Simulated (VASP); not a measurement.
Write the native input for VASP 6.6.1 that does the following.

- Task: band structure
- Functional: PBE0
- Potentials or basis: VASP PAW PBE potentials, release 64 (Ba_sv, O)
- Cutoff: 520 eV
- k mesh: 6 × 6 × 6
- Occupations: gaussian, width 0.02 eV
- Spin: no spin polarisation
- Grid for exact exchange (PRECFOCK): Fast
- Exchange at q = 0: truncated
- Further INCAR settings: ALGO = Normal; EDIFF = 1e-07; NBANDS = 15
- Share of exact exchange: 0.25

BaO:

```
CELL_PARAMETERS angstrom
0.00000 2.80661 2.80661
2.80661 0.00000 2.80661
2.80661 2.80661 0.00000
ATOMIC_POSITIONS crystal
Ba 0.00000 0.00000 0.00000
O 0.50000 0.50000 0.50000
```

One way to write it, as run:

POSCAR

```
BaO                                     
1.0
    0.0000000000      2.8066082545      2.8066082545
    2.8066082545     -0.0000000000      2.8066082545
    2.8066082545      2.8066082545     -0.0000000000
  Ba              O             
     1     1
Direct
     0.0000000000000000    0.0000000000000000    0.0000000000000000
     0.5000000000000000    0.5000000000000000    0.5000000000000000
```

INCAR.step1

```
SYSTEM = BaO
  ALGO = Normal
  EDIFF = 1E-5
  ENCUT = 520
  GGA = PE
  ISIF = 2
  ISMEAR = 0
  KPAR = 4
  LASPH = .TRUE.
  LCHARG = .FALSE.
  LREAL = .FALSE.
  LWAVE = .TRUE.
  NBANDS = 15
  NELM = 60
  PREC = Accurate
  SIGMA = 0.02
```

INCAR.step2

```
SYSTEM = BaO
  AEXX = 0.25
  ALGO = Normal
  EDIFF = 1E-7
  ENCUT = 520
  GGA = PE
  HFRCUT = -1
  ISIF = 2
  ISMEAR = 0
  ISTART = 1
  KPAR = 4
  LASPH = .TRUE.
  LCHARG = .FALSE.
  LHFCALC = .TRUE.
  LREAL = .FALSE.
  LWAVE = .FALSE.
  NBANDS = 15
  NELM = 60
  PREC = Accurate
  PRECFOCK = Fast
  SIGMA = 0.02
```

KPOINTS

```
k-points
0
G
  6 6 6
  0 0 0
```

KPOINTS_OPT

```
path GXWKGLUWLK,UX
10
line-mode
reciprocal
 0.0000000000  0.0000000000  0.0000000000  G
 0.5000000000  0.0000000000  0.5000000000  X

 0.5000000000  0.0000000000  0.5000000000  X
 0.5000000000  0.2500000000  0.7500000000  W

 0.5000000000  0.2500000000  0.7500000000  W
 0.3750000000  0.3750000000  0.7500000000  K

 0.3750000000  0.3750000000  0.7500000000  K
 0.0000000000  0.0000000000  0.0000000000  G

 0.0000000000  0.0000000000  0.0000000000  G
 0.5000000000  0.5000000000  0.5000000000  L

 0.5000000000  0.5000000000  0.5000000000  L
 0.6250000000  0.2500000000  0.6250000000  U

 0.6250000000  0.2500000000  0.6250000000  U
 0.5000000000  0.2500000000  0.7500000000  W

 0.5000000000  0.2500000000  0.7500000000  W
 0.5000000000  0.5000000000  0.5000000000  L

 0.5000000000  0.5000000000  0.5000000000  L
 0.3750000000  0.3750000000  0.7500000000  K

 0.6250000000  0.2500000000  0.6250000000  U
 0.5000000000  0.0000000000  0.5000000000  X
```

Potentials or basis: VASP PAW PBE potentials, release 64 (Ba_sv, O).

Launch:

```sh
$ cat potpaw_PBE.64/Ba_sv/POTCAR potpaw_PBE.64/O/POTCAR > POTCAR
$ cp INCAR.step1 INCAR
$ mpirun -np 4 vasp_std > vasp.out
$ cp INCAR.step2 INCAR
$ mpirun -np 4 vasp_std > vasp.out
```

It gave:

```yaml
Pressure: -1.7 GPa
Band_gap_on_the_k_mesh: 4.11 eV
Band_gap_along_the_path: 4.11 eV
```

Caveat: the PAW data sets were made with another functional, which shifts forces and pressure a little; spin-orbit coupling is left out, which moves the levels of the heavy elements.

It took 19 min on 4 MPI ranks on Intel(R) Xeon(R) 6975P-C (Granite Rapids), with other jobs on the host, peak memory 0.28 GiB a rank.
